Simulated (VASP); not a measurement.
# AlW8C8Cl3 in VASP: a series of runs, part 2 of 2

VASP 6.6.1.

### 4 Single point, PBEsol

File INCAR:

```
SYSTEM = AlW8C8Cl3
ALGO = Normal
EDIFF = 1E-6
ENCUT = 520
GGA = PS
GGA_COMPAT = .False.
ISIF = 2
ISMEAR = -1
LASPH = .True.
LCHARG = .False.
LREAL = .False.
LWAVE = .False.
NBANDS = 100
NELM = 120
NELMDL = -8
PREC = Accurate
SIGMA = 0.05
```

File KPOINTS:

```
k-points
0
Gamma
  3 3 1
  0 0 0
```

File POSCAR:

```
AlW8C8Cl3
1.0
    5.6929600000      0.0000000000      0.0000000000
   -2.8464800000      4.9302480000      0.0000000000
    0.0000000000      0.0000000000     17.1931300000
W C Al Cl
8 8 1 3
Direct
    0.0000000000      0.0000000000      0.0581627662
    0.0069540852     -0.0160235347      0.2252411283
    0.0000045923      0.4999951321      0.0581627662
    0.0058792495      0.4990621161      0.2278177388
    0.5000035131      0.0000000000      0.0581627662
    0.4911718711     -0.0261650124      0.2336107503
    0.4999905398      0.4999951321      0.0581627662
    0.4895823424      0.4873994168      0.2211988160
    0.3265251281      0.1544344220      0.1339255854
    0.3485543406      0.1890777097      0.2977061187
    0.3264840333      0.6660719704      0.1371070887
    0.3065689931      0.6302117054      0.3014692496
    0.7893434104      0.1189189672      0.1310523447
    0.8265629817      0.1723848374      0.2976886698
    0.8221396082      0.6520361653      0.1371478026
    0.8252607833      0.6974497023      0.2976654047
    0.6608126249      0.2552204270      0.3809893836
    0.6804398495      0.1522641457      0.4942788195
    1.2389350675      0.5898891902      0.4042137761
    0.7774101746      0.7229859431      0.4018116538
```

The run is started by

```console
cat potpaw_PBE.64/W_sv/POTCAR potpaw_PBE.64/C/POTCAR potpaw_PBE.64/Al/POTCAR potpaw_PBE.64/Cl/POTCAR > POTCAR
mpirun -np 1 vasp_std > vasp.out
```

Wall time 12 min (1 thread of Intel Xeon Platinum 8488C (Sapphire Rapids), shared host); peak memory 0.64 GiB.

It converged, with:

```yaml
Free_energy: -187.3328 eV
Largest_force: 5.136 eV/Å
Band_gap_on_the_k_mesh: zero (bands 84 and 85 overlap by 0.67 eV)
```

Forces in eV/Å, atoms in the order of the input:
```
W   -0.100 -0.925 -0.091
W   -2.230  4.169 -2.006
W   -0.381 -0.551  1.003
W   -2.616 -2.311 -2.046
W   -1.467 -1.342 -0.857
W   -0.486  2.502 -1.882
W   -0.251 -0.480  0.268
W    0.774  0.348  0.627
C   -0.066  0.410  0.531
C    0.172 -1.521  0.884
C    0.201 -0.826 -0.281
C    0.795  0.302  1.827
C    2.936  2.832  2.565
C    2.012 -0.712 -0.917
C    0.663  0.540 -0.311
C    0.260 -2.627  2.356
Al  -1.295  0.801 -0.917
Cl  -0.148 -0.169  1.062
Cl  -0.079  0.000 -0.884
Cl   1.307 -0.441 -0.929
```

Levels at points of the mesh, in eV from the Fermi level:
| k point | band 80 | band 81 | band 82 | band 83 | band 84 | band 85 | band 86 | band 87 | band 88 | band 89 |
| --- | --- | --- | --- | --- | --- | --- | --- | --- | --- | --- |
| (0.00, 0.00, 0.00) | -0.71 | 0.06 | 0.33 | 0.43 | 0.56 | 0.67 | 0.74 | 0.87 | 1.53 | 2.19 |

Caveat: the k points lie up to 0.42 Å⁻¹ apart, too coarse for converged energies and pressures of a metal; the atoms stand as in a frame of molecular dynamics; the PAW data sets were made with another functional, which shifts forces and pressure a little; spin-orbit coupling is left out, which moves the levels of the heavy elements.

### 5 Single point, PBEsol

File INCAR:

```
PREC     = Accurate       # precision mode
ENCUT    = 520            # plane-wave cutoff, eV
EDIFF    = 1E-7           # SCF threshold, eV
ISMEAR   = -1             # smearing method
SIGMA    = 0.05           # smearing width, eV
LREAL    = Auto         
LASPH    = T              # aspherical terms in the spheres
NELM     = 100            # most SCF steps
ALGO     = Normal         # electronic algorithm
ISIF     = 2              # what is computed and relaxed
LWAVE    = F              # write WAVECAR
LCHARG   = F              # write CHGCAR
GGA      = PS             # functional
NBANDS   = 100            # bands
```

File KPOINTS:

```
Automatic mesh
0
Gamma
  3 3 1
```

File POSCAR:

```
AlW8C8Cl3
1.0
    5.6929600000      0.0000000000      0.0000000000
   -2.8464800000      4.9302480000      0.0000000000
    0.0000000000      0.0000000000     17.1931300000
W C Al Cl
8 8 1 3
Direct
    0.0000000000      0.0000000000      0.0581627662
   -0.0017033538     -0.0150702358      0.2233333896
    0.0000045923      0.4999951321      0.0581627662
   -0.0112001275      0.4837687678      0.2279282481
    0.5000035131      0.0000000000      0.0581627662
    0.4982240338     -0.0108310982      0.2273873344
    0.4999905398      0.4999951321      0.0581627662
    0.4797229937      0.4736881390      0.2228390060
    0.3162262783      0.1543532901      0.1357460800
    0.3036743411      0.1342731644      0.3048019761
    0.3121081247      0.6372498909      0.1428244886
    0.3281881115      0.6538819143      0.2986599880
    0.8681339676      0.1798895309      0.1371652515
    0.8179083087      0.1479438763      0.2976072420
    0.8541721880      0.6751384515      0.1388985019
    0.8240021843      0.6756455253      0.3072448123
    0.6766567066      0.2806552530      0.3801867374
    0.6660893524      0.1665636293      0.4941392289
    1.2159568137      0.5977184109      0.4012532913
    0.7473309214      0.7040010969      0.4054700918
```

The run is started by

```console
cat potpaw_PBE.64/W_sv/POTCAR potpaw_PBE.64/C/POTCAR potpaw_PBE.64/Al/POTCAR potpaw_PBE.64/Cl/POTCAR > POTCAR
mpirun -np 1 vasp_std > vasp.out
```

It took 26 min on 1 thread of Intel Xeon 8259CL, shared host; peak memory 0.6 GiB.

Results (log left out):

| Quantity | Value |
| --- | --- |
| Free energy | -187.5587 eV |
| Largest force | 2.825 eV/Å |
| Band gap on the k mesh | zero (bands 84 and 85 overlap by 0.50 eV) |

Forces on the atoms (eV/Å):
```
W    0.032 -0.513 -0.089
W   -0.727  1.090  2.502
W    0.290 -0.036  0.914
W   -0.483  0.523 -0.150
W    0.288 -0.440  1.456
W   -0.919 -0.381  0.406
W    0.045 -0.155  1.140
W    1.256  1.042  1.818
C    1.849  0.697 -0.191
C    0.978  1.267 -1.659
C    0.797  1.770 -1.635
C   -0.796 -1.294  1.085
C   -2.171 -1.235 -0.560
C    0.830  0.069 -0.777
C   -1.541 -1.744 -0.624
C   -0.388 -1.135 -1.557
Al  -0.752 -0.119 -1.853
Cl  -0.023 -0.399  1.025
Cl   0.524  0.272 -0.997
Cl   0.913  0.719 -0.255
```

Levels at points of the mesh, in eV from the Fermi level:
| k point | band 81 | band 82 | band 83 | band 84 | band 85 | band 86 | band 87 | band 88 |
| --- | --- | --- | --- | --- | --- | --- | --- | --- |
| (0.00, 0.00, 0.00) | 0.07 | 0.33 | 0.41 | 0.45 | 0.65 | 0.77 | 0.82 | 1.68 |

Caveat: the k points lie up to 0.42 Å⁻¹ apart, too coarse for converged energies and pressures of a metal; the atoms stand as in a frame of molecular dynamics; the PAW data sets were made with another functional, which shifts forces and pressure a little; spin-orbit coupling is left out, which moves the levels of the heavy elements.

### 6 The runs side by side

```tsv
cell	gap on the mesh (eV)	largest force (eV/Å)
as given, atomic positions A	none	4.42
as given, atomic positions B	none	3.32
as given, atomic positions C	none	5.14
as given, atomic positions D	none	2.82
```

Alike in all rows: task single point; level PBEsol; potentials or basis VASP PAW PBE potentials, release 64 (W_sv, C, Al, Cl); no spin polarisation; k mesh 3 × 3 × 1; cutoff (eV) 520; smearing fermi-dirac 0.05 eV.

Caveats: all runs use coarse meshes; the atoms stand as in a frame of molecular dynamics; the PAW data sets were made with another functional, which shifts forces and pressure a little; spin-orbit coupling is left out, which moves the levels of the heavy elements.

Absolute energies hang on the potentials; compare differences alone.
